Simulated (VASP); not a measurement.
# Fe (Pm-3m) in VASP: notebook

Runs on Fe. Level: PBE. Tasks: single point.

All numbers are computed with VASP 6.6.1; they aren't measurements. Logs are shortened: lines on timing, memory, paths and dates and some standing lists are left out, and cuts for length are marked.

**1. The cell of the first run**

The structure is cubic, space group Pm-3m (No. 221). Conventional cell: a = 1.789 Å, b = 1.789 Å, c = 1.789 Å, α = 90.00°, β = 90.00°, γ = 90.00°. Fe (site symmetry m-3m) has 6 Fe at 1.79 Å within 2.4 Å.

**2. Single point, PBE, collinear spin, ferromagnetic start**

Input file INCAR:

```
ALGO = Normal
EDIFF = 1E-6
ENCUT = 520
GGA = PE
ISIF = 2
ISMEAR = -5
ISPIN = 2
LASPH = T
LCHARG = F
LMAXMIX = 4
LORBIT = 11
LREAL = F
LWAVE = F
MAGMOM = 2.5
NBANDS = 14
NELM = 150
PREC = Accurate
SIGMA = 0.1
```

Input file KPOINTS:

```
k-points
0
Gamma
  18 18 18
```

Input file POSCAR:

```
Fe
1.0
    1.7888956576      0.0000000000      0.0000000000
    0.0000000000      1.7888956576      0.0000000000
    0.0000000000      0.0000000000      1.7888956576
Fe
1
Direct
    0.0000000000      0.0000000000      0.0000000000
```

Potentials or basis: VASP PAW PBE potentials, release 64 (Fe).

Command:

```sh
> cat potpaw_PBE.64/Fe/POTCAR > POTCAR
> mpirun -np 1 vasp_std > vasp.out
```

OUTCAR:

```text
EDIFF = 1E-6
   ENCUT = 520
   GGA = PE
   ISIF = 2
   ISMEAR = -5
   ISPIN = 2
   LASPH = T
   LORBIT = 11
   LREAL = F
   NELM = 150
   PREC = Accurate

 ion  position               nearest neighbor table
   1  0.000  0.000  0.000-

  LATTYP: Found a simple cubic cell.
 ALAT       =     1.7888956576

  Lattice vectors:

 A1 = (   1.7888956576,   0.0000000000,   0.0000000000)
 A2 = (   0.0000000000,   1.7888956576,   0.0000000000)
 A3 = (   0.0000000000,   0.0000000000,   1.7888956576)

Analysis of symmetry for initial positions (statically):
=====================================================================
 Subroutine PRICEL returns:
 Original cell was already a primitive cell.

 Routine SETGRP: Setting up the symmetry group for a
 simple cubic supercell.

 Subroutine GETGRP returns: Found 48 space group operations
 (whereof 48 operations were pure point group operations)
 out of a pool of 48 trial point group operations.

The static configuration has the point symmetry O_h .

Analysis of symmetry for dynamics (positions and initial velocities):
=====================================================================
 Subroutine PRICEL returns:
 Original cell was already a primitive cell.

 Routine SETGRP: Setting up the symmetry group for a
 simple cubic supercell.

 Subroutine GETGRP returns: Found 48 space group operations
 (whereof 48 operations were pure point group operations)
 out of a pool of 48 trial point group operations.

The dynamic configuration has the point symmetry O_h .

Analysis of structural, dynamic, and magnetic symmetry:
=====================================================================
 Subroutine PRICEL returns:
 Original cell was already a primitive cell.

 Routine SETGRP: Setting up the symmetry group for a
 simple cubic supercell.

 Subroutine GETGRP returns: Found 48 space group operations
 (whereof 48 operations were pure point group operations)
 out of a pool of 48 trial point group operations.

The overall configuration has the point symmetry O_h .

 Subroutine INISYM returns: Found 48 space group operations
 (whereof 48 operations are pure point group operations),
 and found     1 'primitive' translations

----------------------------------------------------------------------------------------

                                     Primitive cell

  volume of cell :       5.7247

  direct lattice vectors                    reciprocal lattice vectors
     1.788895658  0.000000000  0.000000000     0.559004096  0.000000000  0.000000000
     0.000000000  1.788895658  0.000000000     0.000000000  0.559004096  0.000000000
[... 121 lines left out ...]
 NGX is ok and might be reduce to    14
   NGX =  7   NGY =  7   NGZ =  7

 number of electron       7.9999993 magnetization       0.0026141

 number of electron       7.9999993 magnetization      -0.0000934

 Free energy of the ion-electron system (eV)
  ---------------------------------------------------
  ext. energy  EPLUGINS =         0.00000000
  ---------------------------------------------------
  free energy    TOTEN  =        -0.58207654 eV

  energy without entropy =       -0.58207654  energy(sigma->0) =       -0.58207654

 E-fermi :  16.6072     XC(G=0): -17.3054

 val. band max:       16.6188292332   @ k =   0.5000   0.3889   0.2778
 cond. band min:      16.3633211158   @ k =   0.2778   0.1667   0.0000
 fundamental gap:     -0.2555081174
 Fermi energy:        16.6072364428

 spin component 1

 k-point     1 :       0.0000    0.0000    0.0000
  band No.  band energies     occupation
      1       4.1558      1.00000
      2       6.7351      1.00000
      3       6.7351      1.00000
      4      19.0697      0.00000
      5      19.0697      0.00000
      6      19.0697      0.00000
      7      48.1742      0.00000
      8      48.1742      0.00000
      9      48.1742      0.00000
     10      55.5290      0.00000
     11      55.5290      0.00000
     12      63.9438      0.00000
     13      70.3161      0.00000
     14      70.3161      0.00000
[... 379 lines left out ...]
      3      11.7096      1.00000
      4      15.5647      1.00000
      5      16.3825      0.62722
      6      18.8518      0.00000
      7      33.5433      0.00000
      8      47.0935      0.00000
      9      53.5611      0.00000
     10      55.9729      0.00000
     11      61.0274      0.00000
     12      67.0318      0.00000
     13      68.1224      0.00000
     14      69.6649      0.00000

 [... further k-points ...]

 spin component 2

 k-point     1 :       0.0000    0.0000    0.0000
  band No.  band energies     occupation
      1       4.1557      1.00000
      2       6.7350      1.00000
      3       6.7350      1.00000
      4      19.0694      0.00000
      5      19.0694      0.00000
      6      19.0694      0.00000
      7      48.1740      0.00000
      8      48.1740      0.00000
      9      48.1740      0.00000
     10      55.5288      0.00000
     11      55.5288      0.00000
     12      63.9437      0.00000
     13      70.3160      0.00000
     14      70.3160      0.00000
[... 379 lines left out ...]
      3      11.7095      1.00000
      4      15.5645      1.00000
      5      16.3823      0.62748
      6      18.8515      0.00000
      7      33.5432      0.00000
      8      47.0933      0.00000
      9      53.5610      0.00000
     10      55.9727      0.00000
     11      61.0273      0.00000
     12      67.0317      0.00000
     13      68.1222      0.00000
     14      69.6648      0.00000

 [... further k-points ...]
[... 5 lines left out ...]
  --------------------------------------------------------------------------------------
  -------------------------------------------------------------------------------------
  Total       23.2246022     23.2246022     23.2246022     -0.0000000     -0.0000000     -0.0000000
  in kB     6499.8575185   6499.8575185   6499.8575185     -0.0000000     -0.0000000     -0.0000000
  external PRESSURE =    6499.8575185 kB  Pullay stress =       0.0000000 kB

 VOLUME and BASIS-vectors are now :
 -----------------------------------------------------------------------------
  energy-cutoff  :      520.00
  volume of cell :        5.72
      direct lattice vectors                 reciprocal lattice vectors
     1.788895658  0.000000000  0.000000000     0.559004096  0.000000000  0.000000000
     0.000000000  1.788895658  0.000000000     0.000000000  0.559004096  0.000000000
     0.000000000  0.000000000  1.788895658     0.000000000  0.000000000  0.559004096

 POSITION                                       TOTAL-FORCE (eV/Angst)
 -----------------------------------------------------------------------------------
      0.00000      0.00000      0.00000         0.000000      0.000000      0.000000
 -----------------------------------------------------------------------------------
    total drift:                               -0.000000     -0.000000     -0.000000

  FREE ENERGIE OF THE ION-ELECTRON SYSTEM (eV)
  ---------------------------------------------------
  free  energy   TOTEN  =        -0.5820765421 eV

  energy  without entropy=       -0.5820765421  energy(sigma->0) =       -0.58207654

 total charge

# of ion       s       p       d       tot
------------------------------------------
    1        0.868   1.158   7.912   9.938

 magnetization (x)

# of ion       s       p       d       tot
------------------------------------------
    1       -0.000  -0.000  -0.000  -0.000
```

Wall time 27 s (1 thread of Intel Xeon Platinum 8259CL at 2.50GHz (Skylake/Cascade Lake), shared host); peak memory 0.15 GiB.

The run converged, but its numbers aren't listed here, since they failed a check.

Caveat: the starting moments collapsed, and a magnetic state may lie lower; tetrahedron occupations give inexact forces and stress in metals.

**3. Single point, PBE, collinear spin, ferromagnetic start (volume scaled by 0.58)**

Input file INCAR:

```
SYSTEM = Fe
PREC = Accurate ; ENCUT = 520
EDIFF = 1E-7 ; ISMEAR = -1
SIGMA = 0.1 ; LREAL = .FALSE.
LASPH = .TRUE. ; NELM = 150
ALGO = Normal ; ISIF = 2
LWAVE = .FALSE. ; LCHARG = .FALSE.
ISPIN = 2 ; MAGMOM = 2.5
LORBIT = 11 ; LMAXMIX = 4
GGA = PE ; NBANDS = 14
```

Input file KPOINTS:

```
Automatic mesh
0
G
  18 18 18
  0 0 0
```

Input file POSCAR:

```
Fe
1.0
    1.9765365780      0.0000000000      0.0000000000
    0.0000000000      1.9765365780      0.0000000000
    0.0000000000      0.0000000000      1.9765365780
Fe
1
Direct
    0.0000000000      0.0000000000      0.0000000000
```

Potentials or basis: VASP PAW PBE potentials, release 64 (Fe).

Command:

```sh
> cat potpaw_PBE.64/Fe/POTCAR > POTCAR
> mpirun -np 1 vasp_std > vasp.out
```

Run time: 25 s. Hardware: 1 thread of Intel Xeon Platinum 8259CL at 2.50GHz (Skylake/Cascade Lake), shared host; peak memory 0.15 GiB.

It converged, with:

```yaml
Free_energy: -5.4316 eV
Pressure: 206.9 GPa
Band_gap_on_the_k_mesh: zero (filled and empty bands overlap)
Net_moment: 0.00 μB per cell
```

Levels at points of the mesh, in eV from the Fermi level:
Spin up:
```tsv
k point	band 1	band 2	band 3	band 4	band 5	band 6	band 7	band 8
(0.00, 0.00, 0.00)	-10.84	-6.66	-6.66	1.72	1.72	1.72	26.65	26.65
(0.50, 0.00, 0.00)	-5.51	-5.51	-1.98	-1.25	-1.25	2.00	9.58	27.87
(0.50, 0.50, 0.00)	-8.87	-4.10	-0.60	-0.60	3.63	8.16	8.16	15.87
(0.50, 0.50, 0.50)	-6.43	-6.43	-6.43	3.80	3.80	13.05	20.21	20.21
```
Spin down:
| k point | band 2 | band 3 | band 4 | band 5 | band 6 | band 7 |
| --- | --- | --- | --- | --- | --- | --- |
| (0.00, 0.00, 0.00) | -6.66 | -6.66 | 1.72 | 1.72 | 1.72 | 26.65 |
| (0.50, 0.00, 0.00) | -5.51 | -1.98 | -1.25 | -1.25 | 2.00 | 9.58 |
| (0.50, 0.50, 0.00) | -4.10 | -0.60 | -0.60 | 3.63 | 8.16 | 8.16 |
| (0.50, 0.50, 0.50) | -6.43 | -6.43 | 3.80 | 3.80 | 13.05 | 20.21 |

Caveat: the starting moments collapsed, and a magnetic state may lie lower.

(Part 1 of 2 ends here.)
